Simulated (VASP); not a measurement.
# Mg in VASP: settings compared

Aim: see how the results for Mg move with the level of theory and the settings. Levels: r2SCAN+D4, PBE. Tasks: single point.

All numbers are computed with VASP 6.6.1; they aren't measurements. Logs are shortened: lines on timing, memory, paths and dates and some standing lists are left out, and cuts for length are marked.

## (1) The cell of the first run

Symmetry: P6_3/mmc, No. 194, hexagonal system. Conventional cell: a = 3.231 Å, b = 3.231 Å, c = 5.245 Å, α = 90.00°, β = 90.00°, γ = 120.00°. Mg (site symmetry -6m2) has 12 Mg at 3.22 to 3.23 Å within 4.2 Å.

## (2) Single point, r2SCAN+D4

The input, POSCAR:

```
Mg
1.0
    3.2305542618      0.0000000000      0.0000000000
   -1.6152771309      2.7977420591      0.0000000000
    0.0000000000      0.0000000000      5.2448063036
Mg
2
Direct
    0.6666666667      0.3333333333      0.7500000000
    0.3333333333      0.6666666667      0.2500000000
```

The input, INCAR.step1:

```
SYSTEM = Mg
PREC     = Accurate       ! precision mode
ENCUT    = 520            ! plane-wave cutoff, eV
ISMEAR   = -1             ! smearing method
SIGMA    = 0.05           ! smearing width, eV
LREAL    = .False.        ! projectors in reciprocal space
LASPH    = .True.         ! aspherical terms in the spheres
NELM     = 80             ! most SCF steps
NBANDS   = 9              ! bands
GGA      = PE             ! functional
ALGO     = Normal         ! electronic algorithm
EDIFF    = 1E-4           ! SCF threshold, eV
LWAVE    = .True.         ! write WAVECAR
LCHARG   = .False.        ! write CHGCAR
```

The input, INCAR.step2:

```
SYSTEM = Mg
PREC     = Accurate       ! precision mode
ENCUT    = 520            ! plane-wave cutoff, eV
EDIFF    = 1E-6           ! SCF threshold, eV
ISMEAR   = -1             ! smearing method
SIGMA    = 0.05           ! smearing width, eV
LREAL    = .False.        ! projectors in reciprocal space
LASPH    = .True.         ! aspherical terms in the spheres
NELM     = 80             ! most SCF steps
ALGO     = Normal         ! electronic algorithm
ISIF     = 2              ! what is computed and relaxed
LWAVE    = .False.        ! write WAVECAR
LCHARG   = .False.        ! write CHGCAR
METAGGA  = R2SCAN         ! meta-GGA
LMIXTAU  = .True.       
IVDW     = 13             ! dispersion correction
VDW_S6   = 1.0          
VDW_S8   = 0.6018749    
VDW_A1   = 0.51559235   
VDW_A2   = 5.77342911   
NBANDS   = 9              ! bands
ISTART   = 1
```

The input, KPOINTS:

```
regular mesh
0
Gamma
  10 10 5
  0 0 0
```

Potentials or basis: VASP PAW PBE potentials, release 64 (Mg).

Command:

```
> cat potpaw_PBE.64/Mg/POTCAR > POTCAR
> cp INCAR.step1 INCAR
> mpirun -np 1 vasp_std > vasp.out
> cp INCAR.step2 INCAR
> mpirun -np 1 vasp_std > vasp.out
```

OUTCAR:

```text
SYSTEM = Mg
   PREC = Accurate
   ENCUT = 520
   EDIFF = 1E-6
   ISMEAR = -1
   LREAL = .False.
   LASPH = .True.
   NELM = 80
   ISIF = 2
   METAGGA = R2SCAN
   IVDW = 13
   ISTART = 1

 ion  position               nearest neighbor table
   1  0.667  0.333  0.750-   2 3.22   2 3.22   2 3.22   2 3.22   2 3.22   2 3.22
   2  0.333  0.667  0.250-   1 3.22   1 3.22   1 3.22   1 3.22   1 3.22   1 3.22

  LATTYP: Found a hexagonal cell.
 ALAT       =     3.2305542618
 C/A-ratio  =     1.6235004518

  Lattice vectors:

 A1 = (   3.2305542618,   0.0000000000,   0.0000000000)
 A2 = (  -1.6152771309,   2.7977420591,   0.0000000000)
 A3 = (   0.0000000000,   0.0000000000,   5.2448063036)

Analysis of symmetry for initial positions (statically):
=====================================================================
 Subroutine PRICEL returns:
 Original cell was already a primitive cell.

 Routine SETGRP: Setting up the symmetry group for a
 hexagonal supercell.

 Subroutine GETGRP returns: Found 24 space group operations
 (whereof 12 operations were pure point group operations)
 out of a pool of 24 trial point group operations.

The static configuration has the point symmetry D_3d.
 The point group associated with its full space group is D_6h.

Analysis of symmetry for dynamics (positions and initial velocities):
=====================================================================
 Subroutine PRICEL returns:
 Original cell was already a primitive cell.

 Routine SETGRP: Setting up the symmetry group for a
 hexagonal supercell.

 Subroutine GETGRP returns: Found 24 space group operations
 (whereof 12 operations were pure point group operations)
 out of a pool of 24 trial point group operations.

The dynamic configuration has the point symmetry D_3d.
 The point group associated with its full space group is D_6h.

 Subroutine INISYM returns: Found 24 space group operations
 (whereof 12 operations are pure point group operations),
 and found     1 'primitive' translations

----------------------------------------------------------------------------------------

                                     Primitive cell

  volume of cell :      47.4039

  direct lattice vectors                    reciprocal lattice vectors
     3.230554262  0.000000000  0.000000000     0.309544406  0.178715546  0.000000000
    -1.615277131  2.797742059  0.000000000     0.000000000  0.357431092  0.000000000
     0.000000000  0.000000000  5.244806304     0.000000000  0.000000000  0.190664811

  length of vectors
     3.230554262  3.230554262  5.244806304     0.357431092  0.357431092  0.190664811

  position of ions in fractional coordinates (direct lattice)
     0.666666667  0.333333333  0.750000000
     0.333333333  0.666666667  0.250000000

  ion indices of the primitive-cell ions
   primitive index   ion index
                 1           1
                 2           2

----------------------------------------------------------------------------------------

 KPOINTS: regular mesh

Automatic generation of k-mesh.
 Grid dimensions read from file:
 generate k-points for:   10   10    5

 Generating k-lattice:

  Cartesian coordinates                     Fractional coordinates (reciprocal lattice)
     0.030954441  0.017871555  0.000000000     0.100000000  0.000000000  0.000000000
     0.000000000  0.035743109  0.000000000     0.000000000  0.100000000  0.000000000
     0.000000000  0.000000000  0.038132962     0.000000000  0.000000000  0.200000000

  Length of vectors
     0.035743109  0.035743109  0.038132962

  Shift w.r.t. Gamma in fractional coordinates (k-lattice)
     0.000000000  0.000000000  0.000000000

 Subroutine IBZKPT returns following result:
 ===========================================

 Found     42 irreducible k-points:

 Following reciprocal coordinates:
            Coordinates               Weight
  0.000000  0.000000  0.000000      1.000000
  0.100000 -0.000000  0.000000      6.000000
  0.200000 -0.000000  0.000000      6.000000
  0.300000  0.000000  0.000000      6.000000
  0.400000  0.000000  0.000000      6.000000
  0.500000  0.000000  0.000000      3.000000
[... 16 lines left out ...]
  0.300000  0.100000  0.200000     24.000000
  0.400000  0.100000  0.200000     24.000000
 [... further k-points ...]
   k-points           NKPTS =     42   k-points in BZ     NKDIM =     42   number of bands    NBANDS=      9
   number of dos      NEDOS =    301   number of ions     NIONS =      2
   total plane-waves  NPLWV =  23040
   dimension x,y,z NGX =    24 NGY =   24 NGZ =   40
   dimension x,y,z NGXF=    48 NGYF=   48 NGZF=   80
   ions per type =               2
   NGX,Y,Z   is equivalent  to a cutoff of  12.35, 12.35, 12.68 a.u.
   NGXF,Y,Z  is equivalent  to a cutoff of  24.70, 24.70, 25.36 a.u.
 SYSTEM =  Mg
   PREC   = accura    normal or accurate (medium, high low for compatibility)
   ISTART =      1    job   : 0-new  1-cont  2-samecut
   ICHARG =      0    charge: 1-file 2-atom 10-const
   ISPIN  =      1    spin polarized calculation?
   LNONCOLLINEAR =      F non collinear calculations
   LSORBIT =      F    spin-orbit coupling
   LASPH  =      T    aspherical Exc in radial PAW
   ENCUT  =  520.0 eV  38.22 Ry    6.18 a.u.   6.01  6.01  9.75*2*pi/ulx,y,z
   NELM   =     80;   NELMIN=  2; NELMDL=  0     # of ELM steps
   EDIFF  = 0.1E-05   stopping-criterion for ELM
   LREAL  =      F    real-space projection
   EDIFFG = 0.1E-04   stopping-criterion for IOM
   NSW    =      0    number of steps for IOM
   IBRION =     -1    ionic relax: 0-MD 1-quasi-New 2-CG
   NFREE  =      0    steps in history (QN), initial steepest desc. (CG)
   ISIF   =      2    stress and relaxation
   ISYM   =      2    0-nonsym 1-usesym 2-fastsym
   POTIM  = 0.5000    time-step for ionic-motion
   TEBEG  =    0.0;   TEEND  =   0.0 temperature during run
   PSTRESS=    0.0 pullay stress
   NELECT =       4.0000    total number of electrons
   NUPDOWN=      -1.0000    fix difference up-down
   EMIN   =  10.00;   EMAX   =-10.00  energy-range for DOS
   EFERMI =   0.00;   METHOD = LEGACY
   ISMEAR =    -1;   SIGMA  =   0.05  broadening in eV -4-tet -1-fermi 0-gaus
   EFERMI_NEDOS =   21; number of points for ismear=-14 and -15
   IALGO  =     38    algorithm
   IMIX   =      4    mixing-type and parameters
     AMIX     =   0.40;   BMIX     =  1.00
     AMIX_MAG =   1.60;   BMIX_MAG =  1.00
  volume/ion in A,a.u.               =      23.70       159.95
  Fermi-wavevector in a.u.,A,eV,Ry     =   0.718053  1.356924  7.015174  0.515601
  Thomas-Fermi vector in A             =   1.806892
   LORBIT       =      0    0 simple, 1 ext, 2 COOP (PROOUT), +10 PAW based schemes
   METAGGA = R2SCAN    functional components
   LHFCALC =     F    Hartree Fock is set to
   AEXX    =    0.0000 exact exchange contribution
   IVDW    =    13    specifies the selected vdW correction
   LEPSILON=     F    determine dielectric tensor
   LRPA    =     F    only Hartree local field effects (RPA)
 non-spin polarized calculation
  energy-cutoff  :      520.00
  volume of cell :       47.40
 maximum number of plane-waves:      1295
   NGX = 13   NGY = 13   NGZ = 19

 number of electron       4.0000000 magnetization

 Free energy of the ion-electron system (eV)
  ---------------------------------------------------
  ext. energy  EPLUGINS =         0.00000000
  ---------------------------------------------------
  free energy    TOTEN  =        -8.27287066 eV

  energy without entropy =       -8.26284073  energy(sigma->0) =       -8.26785570

 E-fermi :   2.5212     XC(G=0):  -8.9370

 val. band max:        2.5070499089   @ k =   0.4000   0.1000   0.4000
 cond. band min:       2.5533272943   @ k =   0.3000   0.3000   0.0000
 fundamental gap:      0.0462773854
 Fermi energy:         2.5212408931

 k-point     1 :       0.0000    0.0000    0.0000
  band No.  band energies     occupation
      1      -4.7666      2.00000
      2       0.6315      2.00000
      3       1.2846      2.00000
      4      13.9973      0.00000
      5      13.9974      0.00000
      6      14.0899      0.00000
      7      14.0899      0.00000
      8      14.8997      0.00000
      9      16.6465      0.00000

 k-point     2 :       0.1000   -0.0000    0.0000
  band No.  band energies     occupation
      1      -4.5612      2.00000
      2       0.8221      2.00000
      3       1.4806      2.00000
      4      11.0548      0.00000
      5      12.4853      0.00000
      6      13.3232      0.00000
      7      15.8398      0.00000
      8      15.8539      0.00000
      9      15.9814      0.00000

 k-point     3 :       0.2000   -0.0000    0.0000
  band No.  band energies     occupation
      1      -3.9474      2.00000
      2       1.3943      2.00000
      3       2.0547      1.99982
      4       7.9403      0.00000
      5      11.2684      0.00000
      6      11.7385      0.00000
      7      12.8711      0.00000
      8      14.2512      0.00000
      9      16.0411      0.00000

 k-point     4 :       0.3000    0.0000    0.0000
  band No.  band energies     occupation
      1      -2.9327      2.00000
      2       2.3489      1.93832
      3       2.9024      0.00098
      4       5.2209      0.00000
      5       9.9808      0.00000
      6      10.0247      0.00000
      7      10.3998      0.00000
      8      12.5671      0.00000
      9      15.0695      0.00000

 k-point     5 :       0.4000    0.0000    0.0000
  band No.  band energies     occupation
      1      -1.5300      2.00000
      2       2.2774      1.98488
      3       3.6857      0.00000
      4       4.6588      0.00000
      5       7.5379      0.00000
      6       8.0593      0.00000
      7       9.8795      0.00000
      8      11.6292      0.00000
      9      14.4778      0.00000

 k-point     6 :       0.5000    0.0000    0.0000
  band No.  band energies     occupation
      1       0.1717      2.00000
      2       0.3077      2.00000
      3       5.2516      0.00000
      4       5.5867      0.00000
      5       5.9638      0.00000
      6       6.4242      0.00000
      7       9.7063      0.00000
      8      11.3393      0.00000
      9      14.2796      0.00000
[... 169 lines left out ...]
 k-point    21 :       0.1000    0.1000    0.2000
  band No.  band energies     occupation
      1      -3.9192      2.00000
      2      -0.5018      2.00000
      3       3.9704      0.00000
      4       9.5925      0.00000
      5       9.9829      0.00000
      6      12.6563      0.00000
      7      12.9954      0.00000
      8      13.8111      0.00000
      9      15.6363      0.00000

 k-point    22 :       0.2000    0.1000    0.2000
  band No.  band energies     occupation
      1      -3.1068      2.00000
      2       0.2789      2.00000
      3       4.6405      0.00000
      4       6.8619      0.00000
      5       8.6046      0.00000
      6      10.1638      0.00000
      7      11.8552      0.00000
      8      13.8963      0.00000
      9      14.2292      0.00000

 k-point    23 :       0.3000    0.1000    0.2000
  band No.  band energies     occupation
      1      -1.9009      2.00000
      2       1.4159      2.00000
      3       3.9767      0.00000
      4       5.9547      0.00000
      5       7.0549      0.00000
      6       8.4022      0.00000
      7      11.0262      0.00000
      8      11.9331      0.00000
      9      13.9600      0.00000

 k-point    24 :       0.4000    0.1000    0.2000
  band No.  band energies     occupation
      1      -0.3210      2.00000
      2       1.5621      2.00000
      3       3.1340      0.00001
      4       4.9432      0.00000
      5       6.9705      0.00000
      6       8.0829      0.00000
      7       9.7022      0.00000
      8      10.9807      0.00000
      9      13.6417      0.00000

 [... further k-points ...]

------------------------ aborting loop because EDIFF is reached ----------------------------------------

  DFT-D4 for vdW energy calculation

  Edisp (eV):   -0.11106

  FORCE on cell =-STRESS in cart. coord.  units (eV):
  Direction    XX          YY          ZZ          XY          YZ          ZX
  --------------------------------------------------------------------------------------
  -------------------------------------------------------------------------------------
  Total      -0.77821    -0.77821    -0.51897     0.00000     0.00000    -0.00000
  in kB     -26.30240   -26.30240   -17.54053     0.00000     0.00000    -0.00000
  external pressure =      -23.38 kB  Pullay stress =        0.00 kB

 VOLUME and BASIS-vectors are now :
 -----------------------------------------------------------------------------
  energy-cutoff  :      520.00
  volume of cell :       47.40
      direct lattice vectors                 reciprocal lattice vectors
     3.230554262  0.000000000  0.000000000     0.309544406  0.178715546  0.000000000
    -1.615277131  2.797742059  0.000000000     0.000000000  0.357431092  0.000000000
     0.000000000  0.000000000  5.244806304     0.000000000  0.000000000  0.190664811

 POSITION                                       TOTAL-FORCE (eV/Angst)
 -----------------------------------------------------------------------------------
      1.61528      0.93258      3.93360        -0.000000      0.000000      0.000000
     -0.00000      1.86516      1.31120         0.000000     -0.000000      0.000000
 -----------------------------------------------------------------------------------
    total drift:                                0.000000     -0.000000      0.000000

  FREE ENERGIE OF THE ION-ELECTRON SYSTEM (eV)
  ---------------------------------------------------
  free  energy   TOTEN  =        -8.3839265822 eV

  energy  without entropy=       -8.3738966554  energy(sigma->0) =       -8.37891162
```

Run time: 67 s. Hardware: 1 thread of Intel Xeon 8259CL, shared host; peak memory 0.17 GiB.

What came out:

```yaml
Free_energy: -8.3839 eV
Pressure: -2.3 GPa
Band_gap_on_the_k_mesh: zero (bands 2 and 3 overlap by 1.83 eV)
Dispersion_energy_per_atom: -0.056 eV
```

Stress tensor (GPa, compression positive):
```
-2.63  0.00  0.00
 0.00 -2.63  0.00
 0.00  0.00 -1.75
```

Caveat: the PAW data sets were made with another functional, which shifts forces and pressure a little.

## (3) Single point, r2SCAN+D4

This run uses another cell than the first one, of 24.17 Å³/atom.

The input, POSCAR:

```
Mg
1.0
    3.2515324747      0.0000000000      0.0000000000
   -1.6257662373      2.8159097243      0.0000000000
    0.0000000000      0.0000000000      5.2788644417
Mg
2
Direct
    0.6666666667      0.3333333333      0.7500000000
    0.3333333333      0.6666666667      0.2500000000
```

The input, INCAR.step1:

```
ALGO = Normal
EDIFF = 1E-4
ENCUT = 520
GGA = PE
ISMEAR = -1
LASPH = True
LCHARG = False
LREAL = False
LWAVE = True
NBANDS = 9
NELM = 80
PREC = Accurate
SIGMA = 0.05
```

The input, INCAR.step2:

```
ALGO = Normal
EDIFF = 1E-6
ENCUT = 520
ISIF = 2
ISMEAR = -1
ISTART = 1
IVDW = 13
LASPH = True
LCHARG = False
LMIXTAU = True
LREAL = False
LWAVE = False
METAGGA = R2SCAN
NBANDS = 9
NELM = 80
PREC = Accurate
SIGMA = 0.05
VDW_A1 = 0.51559235
VDW_A2 = 5.77342911
VDW_S6 = 1.0
VDW_S8 = 0.6018749
```

The input, KPOINTS:

```
k-points
0
Gamma
  10 10 5
```

Potentials or basis: VASP PAW PBE potentials, release 64 (Mg).

Command:

```
> cat potpaw_PBE.64/Mg/POTCAR > POTCAR
> cp INCAR.step1 INCAR
> mpirun -np 1 vasp_std > vasp.out
> cp INCAR.step2 INCAR
> mpirun -np 1 vasp_std > vasp.out
```

Wall time 74 s (1 thread of Intel Xeon 8259CL, shared host); peak memory 0.17 GiB.

It converged, with:

```yaml
Free_energy: -8.3686 eV
Pressure: -2.9 GPa
Band_gap_on_the_k_mesh: zero (bands 2 and 3 overlap by 1.84 eV)
Dispersion_energy_per_atom: -0.054 eV
```

Stress tensor (GPa, compression positive):
```
-3.22  0.00  0.00
 0.00 -3.22  0.00
 0.00  0.00 -2.33
```

Levels at points of the mesh, in eV from the Fermi level:
```
           k point  band 1  band 2  band 3  band 4  band 5  band 6  band 7
(0.00, 0.00, 0.00)   -7.20   -1.86   -1.24   11.37   11.37   11.42   11.42
(0.50, 0.00, 0.00)   -2.31   -2.19    2.70    3.06    3.39    3.85    7.09
```

Caveat: the PAW data sets were made with another functional, which shifts forces and pressure a little.

(Continued in part 2 of 3.)

The gap in the log of VASP goes by the Fermi energy; the results here count the filled bands.